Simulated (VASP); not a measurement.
# Na4TiO3 (P-43m) in VASP: relaxation of cell and atoms with PBE

Aim: the relaxation of cell and atoms of Na4TiO3 with PBE.

All numbers are computed with VASP 6.6.1; they aren't measurements. Logs are shortened: lines on timing, memory, paths and dates and some standing lists are left out, and cuts for length are marked.

## 1. The cell of the first run

Symmetry: P-43m, No. 215, cubic system. Conventional cell: a = 5.479 Å, b = 5.479 Å, c = 5.479 Å, α = 90.00°, β = 90.00°, γ = 90.00°. Within 2.8 Å of Na (site symmetry 3m) lie 1 Ti at 2.09 Å and 3 O at 2.29 Å. Within 2.8 Å of Ti (site symmetry -43m) lie 4 Na at 2.09 Å and 6 O at 2.74 Å. Within 3.0 Å of O (site symmetry -42m) lie 4 Na at 2.29 Å and 2 Ti at 2.74 Å.

The cell was generated, and may not be a known phase.

## 2. Relaxation of cell and atoms, PBE, collinear spin

Contents of INCAR:

```
SYSTEM = Na4TiO3
PREC     = Accurate       ! precision mode
ENCUT    = 600            ! plane-wave cutoff, eV
EDIFF    = 1E-7           ! SCF threshold, eV
ISMEAR   = 0              ! smearing method
SIGMA    = 0.15           ! smearing width, eV
LREAL    = .FALSE.        ! projectors in reciprocal space
LASPH    = .TRUE.         ! aspherical terms in the spheres
NELM     = 200            ! most SCF steps
ALGO     = Normal         ! electronic algorithm
ISIF     = 3              ! what is computed and relaxed
LWAVE    = .FALSE.        ! write WAVECAR
LCHARG   = .FALSE.        ! write CHGCAR
ISPIN    = 2              ! spin polarisation
MAGMOM   = 0 0 0 0 1 0 0 0 ! initial moments
LORBIT   = 11             ! projections on sites
LMAXMIX  = 4              ! l up to which the mixer works
GGA      = PE             ! functional
IBRION   = 2              ! ionic algorithm
NSW      = 36             ! ionic steps
EDIFFG   = -0.08          ! ionic threshold
GGA_COMPAT= .FALSE.      
NELMIN   = 4
```

Contents of KPOINTS:

```
Automatic mesh
0
G
  2 2 2
  0 0 0
```

Contents of POSCAR:

```
Na4TiO3
1.0
    5.4789083600      0.0000000000      0.0000000000
    0.0000000000      5.4789083600      0.0000000000
    0.0000000000      0.0000000000      5.4789083600
Na Ti O
4 1 3
Direct
    0.2203429900      0.2203429900      0.2203429900
    0.2203429900      0.7796570100      0.7796570100
    0.7796570100      0.2203429900      0.7796570100
    0.7796570100      0.7796570100      0.2203429900
    0.0000000000      0.0000000000      0.0000000000
    0.0000000000      0.0000000000      0.5000000000
    0.0000000000      0.5000000000      0.0000000000
    0.5000000000      0.0000000000      0.0000000000
```

Potentials or basis: VASP PAW PBE potentials, release 64 (Na_pv, Ti_sv, O).

On the command line:

```sh
cat potpaw_PBE.64/Na_pv/POTCAR potpaw_PBE.64/Ti_sv/POTCAR potpaw_PBE.64/O/POTCAR > POTCAR
mpirun -np 1 vasp_std > vasp.out
```

OUTCAR:

```text
SYSTEM = Na4TiO3
   PREC = Accurate
   ENCUT = 600
   EDIFF = 1E-7
   ISMEAR = 0
   LREAL = .FALSE.
   LASPH = .TRUE.
   NELM = 200
   ISIF = 3
   ISPIN = 2
   LORBIT = 11
   GGA = PE
   IBRION = 2
   NSW = 36
   EDIFFG = -0.08
   NELMIN = 4

 ion  position               nearest neighbor table
   1  0.220  0.220  0.220-   5 2.09   6 2.29   7 2.29   8 2.29
   2  0.220  0.780  0.780-   5 2.09   6 2.29   7 2.29   8 2.29
   3  0.780  0.220  0.780-   5 2.09   6 2.29   7 2.29   8 2.29
   4  0.780  0.780  0.220-   5 2.09   6 2.29   7 2.29   8 2.29
   5  0.000  0.000  0.000-   1 2.09   2 2.09   3 2.09   4 2.09
   6  0.000  0.000  0.500-   1 2.29   2 2.29   3 2.29   4 2.29
   7  0.000  0.500  0.000-   1 2.29   2 2.29   3 2.29   4 2.29
   8  0.500  0.000  0.000-   1 2.29   2 2.29   3 2.29   4 2.29

  LATTYP: Found a simple cubic cell.
 ALAT       =     5.4789083600

  Lattice vectors:

 A1 = (   5.4789083600,   0.0000000000,   0.0000000000)
 A2 = (   0.0000000000,   5.4789083600,   0.0000000000)
 A3 = (   0.0000000000,   0.0000000000,   5.4789083600)

Analysis of symmetry for initial positions (statically):
=====================================================================
 Subroutine PRICEL returns:
 Original cell was already a primitive cell.

 Routine SETGRP: Setting up the symmetry group for a
 simple cubic supercell.

 Subroutine GETGRP returns: Found 24 space group operations
 (whereof 24 operations were pure point group operations)
 out of a pool of 48 trial point group operations.

The static configuration has the point symmetry T_d .

Analysis of symmetry for dynamics (positions and initial velocities):
=====================================================================
 Subroutine PRICEL returns:
 Original cell was already a primitive cell.

 Routine SETGRP: Setting up the symmetry group for a
 simple cubic supercell.

 Subroutine GETGRP returns: Found 24 space group operations
 (whereof 24 operations were pure point group operations)
 out of a pool of 48 trial point group operations.

The dynamic configuration has the point symmetry T_d .

Analysis of structural, dynamic, and magnetic symmetry:
=====================================================================
 Subroutine PRICEL returns:
 Original cell was already a primitive cell.

 Routine SETGRP: Setting up the symmetry group for a
 simple cubic supercell.

 Subroutine GETGRP returns: Found 24 space group operations
 (whereof 24 operations were pure point group operations)
 out of a pool of 48 trial point group operations.

The overall configuration has the point symmetry T_d .

 Subroutine INISYM returns: Found 24 space group operations
 (whereof 24 operations are pure point group operations),
 and found     1 'primitive' translations

----------------------------------------------------------------------------------------

                                     Primitive cell

  volume of cell :     164.4683

  direct lattice vectors                    reciprocal lattice vectors
     5.478908360  0.000000000  0.000000000     0.182518110  0.000000000  0.000000000
     0.000000000  5.478908360  0.000000000     0.000000000  0.182518110  0.000000000
     0.000000000  0.000000000  5.478908360     0.000000000  0.000000000  0.182518110

  length of vectors
     5.478908360  5.478908360  5.478908360     0.182518110  0.182518110  0.182518110

  position of ions in fractional coordinates (direct lattice)
     0.220342990  0.220342990  0.220342990
     0.220342990  0.779657010  0.779657010
     0.779657010  0.220342990  0.779657010
     0.779657010  0.779657010  0.220342990
     0.000000000  0.000000000  0.000000000
     0.000000000  0.000000000  0.500000000
     0.000000000  0.500000000  0.000000000
     0.500000000  0.000000000  0.000000000

  ion indices of the primitive-cell ions
   primitive index   ion index
                 1           1
                 2           2
                 3           3
                 4           4
                 5           5
                 6           6
                 7           7
                 8           8

----------------------------------------------------------------------------------------

 KPOINTS: Automatic mesh

Automatic generation of k-mesh.
 Grid dimensions read from file:
 generate k-points for:    2    2    2

 Generating k-lattice:

  Cartesian coordinates                     Fractional coordinates (reciprocal lattice)
     0.091259055  0.000000000  0.000000000     0.500000000  0.000000000  0.000000000
     0.000000000  0.091259055  0.000000000     0.000000000  0.500000000  0.000000000
     0.000000000  0.000000000  0.091259055     0.000000000  0.000000000  0.500000000

  Length of vectors
     0.091259055  0.091259055  0.091259055

  Shift w.r.t. Gamma in fractional coordinates (k-lattice)
     0.000000000  0.000000000  0.000000000

 Subroutine IBZKPT returns following result:
 ===========================================

 Found      4 irreducible k-points:

 Following reciprocal coordinates:
            Coordinates               Weight
  0.000000  0.000000  0.000000      1.000000
  0.500000  0.000000  0.000000      3.000000
  0.500000  0.500000  0.000000      3.000000
  0.500000  0.500000  0.500000      1.000000
   k-points           NKPTS =      4   k-points in BZ     NKDIM =      4   number of bands    NBANDS=     35
   number of dos      NEDOS =    301   number of ions     NIONS =      8
   total plane-waves  NPLWV = 110592
   dimension x,y,z NGX =    48 NGY =   48 NGZ =   48
   dimension x,y,z NGXF=    96 NGYF=   96 NGZF=   96
   ions per type =               4   1   3
   NGX,Y,Z   is equivalent  to a cutoff of  14.56, 14.56, 14.56 a.u.
   NGXF,Y,Z  is equivalent  to a cutoff of  29.13, 29.13, 29.13 a.u.
 SYSTEM =  Na4TiO3
   PREC   = accura    normal or accurate (medium, high low for compatibility)
   ISTART =      0    job   : 0-new  1-cont  2-samecut
   ICHARG =      2    charge: 1-file 2-atom 10-const
   ISPIN  =      2    spin polarized calculation?
   LNONCOLLINEAR =      F non collinear calculations
   LSORBIT =      F    spin-orbit coupling
   LASPH  =      T    aspherical Exc in radial PAW
   ENCUT  =  600.0 eV  44.10 Ry    6.64 a.u.  10.94 10.94 10.94*2*pi/ulx,y,z
   NELM   =    200;   NELMIN=  4; NELMDL= -5     # of ELM steps
   EDIFF  = 0.1E-06   stopping-criterion for ELM
   LREAL  =      F    real-space projection
   EDIFFG = -.8E-01   stopping-criterion for IOM
   NSW    =     36    number of steps for IOM
   IBRION =      2    ionic relax: 0-MD 1-quasi-New 2-CG
   NFREE  =      1    steps in history (QN), initial steepest desc. (CG)
   ISIF   =      3    stress and relaxation
   ISYM   =      2    0-nonsym 1-usesym 2-fastsym
   POTIM  = 0.5000    time-step for ionic-motion
   TEBEG  =    0.0;   TEEND  =   0.0 temperature during run
   PSTRESS=    0.0 pullay stress
   NELECT =      58.0000    total number of electrons
   NUPDOWN=      -1.0000    fix difference up-down
   EMIN   =  10.00;   EMAX   =-10.00  energy-range for DOS
   EFERMI =   0.00;   METHOD = LEGACY
   ISMEAR =     0;   SIGMA  =   0.15  broadening in eV -4-tet -1-fermi 0-gaus
   EFERMI_NEDOS =   21; number of points for ismear=-14 and -15
   IALGO  =     38    algorithm
   IMIX   =      4    mixing-type and parameters
     AMIX     =   0.40;   BMIX     =  1.00
     AMIX_MAG =   1.60;   BMIX_MAG =  1.00
  volume/ion in A,a.u.               =      20.56       138.74
  Fermi-wavevector in a.u.,A,eV,Ry     =   1.156618  2.185692 18.201416  1.337766
  Thomas-Fermi vector in A             =   2.293237
   LORBIT       =     11    0 simple, 1 ext, 2 COOP (PROOUT), +10 PAW based schemes
   GGA     = PE    functional components
   LHFCALC =     F    Hartree Fock is set to
   AEXX    =    0.0000 exact exchange contribution
   IVDW    =     0    specifies the selected vdW correction
   LEPSILON=     F    determine dielectric tensor
   LRPA    =     F    only Hartree local field effects (RPA)
 conjugate gradient relaxation of ions
 spin polarized calculation
 Gauss-broadening in eV      SIGMA  =   0.15
  energy-cutoff  :      600.00
  volume of cell :      164.47
 maximum number of plane-waves:      5520
 NGX is ok and might be reduce to    48
   NGX = 21   NGY = 21   NGZ = 21

--------------------------------------- Ionic step        1  -------------------------------------------

 number of electron      58.0000010 magnetization       1.9999808

 Free energy of the ion-electron system (eV)
  ---------------------------------------------------
  ext. energy  EPLUGINS =         0.00000000
  ---------------------------------------------------
  free energy    TOTEN  =       -28.44255371 eV

  energy without entropy =      -28.36428586  energy(sigma->0) =      -28.40341978

------------------------ aborting loop because EDIFF is reached ----------------------------------------

  FORCE on cell =-STRESS in cart. coord.  units (eV):
  Direction    XX          YY          ZZ          XY          YZ          ZX
  --------------------------------------------------------------------------------------
  -------------------------------------------------------------------------------------
  Total        1.9718781      1.9718781      1.9718781      0.0000000      0.0000000      0.0000000
  in kB       19.2091676     19.2091676     19.2091676      0.0000000      0.0000000      0.0000000
  external PRESSURE =      19.2091676 kB  Pullay stress =       0.0000000 kB
[... 1058 lines left out ...]
     34       8.8383      0.00000
     35       9.7898      0.00000

[... ionic steps 4 to 11 ...]

--------------------------------------- Ionic step       12  -------------------------------------------

 number of electron      58.0000015 magnetization       0.0004855

 number of electron      58.0000015 magnetization      -0.0001246

------------------------ aborting loop because EDIFF is reached ----------------------------------------

  FORCE on cell =-STRESS in cart. coord.  units (eV):
  Direction    XX          YY          ZZ          XY          YZ          ZX
  --------------------------------------------------------------------------------------
  -------------------------------------------------------------------------------------
  Total        0.7734279      0.7734279      0.7734279     -0.0000000      0.0000000      0.0000000
  in kB       11.5549935     11.5549935     11.5549935     -0.0000000      0.0000000      0.0000000
  external PRESSURE =      11.5549935 kB  Pullay stress =       0.0000000 kB
[... 73 lines left out ...]
--------------------------------------- Ionic step       14  -------------------------------------------

 number of electron      58.0000015 magnetization      -0.0000312

 number of electron      58.0000015 magnetization       0.2866627

 Free energy of the ion-electron system (eV)
  ---------------------------------------------------
  ext. energy  EPLUGINS =         0.00000000
  ---------------------------------------------------
  free energy    TOTEN  =       -34.95911327 eV

  energy without entropy =      -34.93004094  energy(sigma->0) =      -34.94457711

 E-fermi :   4.2842     XC(G=0):  -9.4961

 val. band max:        4.1065262618   @ k =   0.5000   0.5000   0.5000
 cond. band min:       4.2931034558   @ k =   0.5000   0.0000   0.0000
 fundamental gap:      0.1865771940
 Fermi energy:         4.2841657091

 spin component 1

 k-point     1 :       0.0000    0.0000    0.0000
  band No.  band energies     occupation
      1     -53.9875      1.00000
      2     -30.2489      1.00000
      3     -30.2489      1.00000
      4     -30.2489      1.00000
      5     -21.0672      1.00000
      6     -20.7766      1.00000
[... 331 lines left out ...]
  FREE ENERGIE OF THE ION-ELECTRON SYSTEM (eV)
  ---------------------------------------------------
  free  energy   TOTEN  =       -34.9591132689 eV

  energy  without entropy=      -34.9300409448  energy(sigma->0) =      -34.94457711

 reached required accuracy - stopping structural energy minimisation

 total charge

# of ion       s       p       d       tot
------------------------------------------
    1        0.114   6.016   0.000   6.129
    2        0.114   6.016   0.000   6.129
    3        0.114   6.016   0.000   6.129
    4        0.114   6.016   0.000   6.129
    5        2.108   6.057   1.841  10.006
    6        1.550   3.375   0.000   4.925
    7        1.550   3.375   0.000   4.925
    8        1.550   3.375   0.000   4.925
--------------------------------------------------
tot          7.213  40.246   1.841  49.300

 magnetization (x)

# of ion       s       p       d       tot
------------------------------------------
    1        0.014   0.009   0.000   0.023
    2        0.014   0.009   0.000   0.023
    3        0.014   0.009   0.000   0.023
    4        0.014   0.009   0.000   0.023
    5       -0.001  -0.000  -0.015  -0.016
    6        0.000   0.012   0.000   0.012
    7        0.000   0.012   0.000   0.012
    8        0.000   0.012   0.000   0.012
--------------------------------------------------
tot          0.056   0.070  -0.015   0.111
```

Wall time 15 min (1 thread of Oxide Virtual Turin-like, shared host); peak memory 0.41 GiB.

What came out:

```
Free energy                                           : -34.9591 eV
Relaxed volume                                        : 13.92 Å³/atom
Relaxed cell                                          : a = 4.811 Å, b = 4.811 Å, c = 4.811 Å, α = 90.00°, β = 90.00°, γ = 90.00°
Space group after relaxing (to 0.1 Å)                 : P-43m (No. 215)
Pressure after relaxing                               : -0.2 GPa
Largest force after relaxing                          : 0.009 eV/Å
Net moment                                            : 0.29 μB per cell
Site moments                                          : Na +0.02; Ti -0.02; O +0.01 μB
Valence electrons inside the program's atomic spheres : Na 6.13; Ti 10.01; O 4.92
```

Forces on the atoms (eV/Å):
```
Na   0.005  0.005  0.005
Na   0.005 -0.005 -0.005
Na  -0.005  0.005 -0.005
Na  -0.005 -0.005  0.005
Ti   0.000  0.000  0.000
O    0.000  0.000  0.000
O    0.000  0.000  0.000
O    0.000  0.000  0.000
```

Final structure:
```
CELL_PARAMETERS angstrom
4.81111 0.00000 0.00000
0.00000 4.81111 0.00000
0.00000 0.00000 4.81111
ATOMIC_POSITIONS crystal
Na 0.30129 0.30129 0.30129
Na 0.30129 0.69871 0.69871
Na 0.69871 0.30129 0.69871
Na 0.69871 0.69871 0.30129
Ti 0.00000 0.00000 0.00000
O 0.00000 0.00000 0.50000
O 0.00000 0.50000 0.00000
O 0.50000 0.00000 0.00000
```

Caveat: the k points lie up to 0.65 Å⁻¹ apart in the final cell; the volume moved by over 15 % at a fixed basis, so the end points are rough.
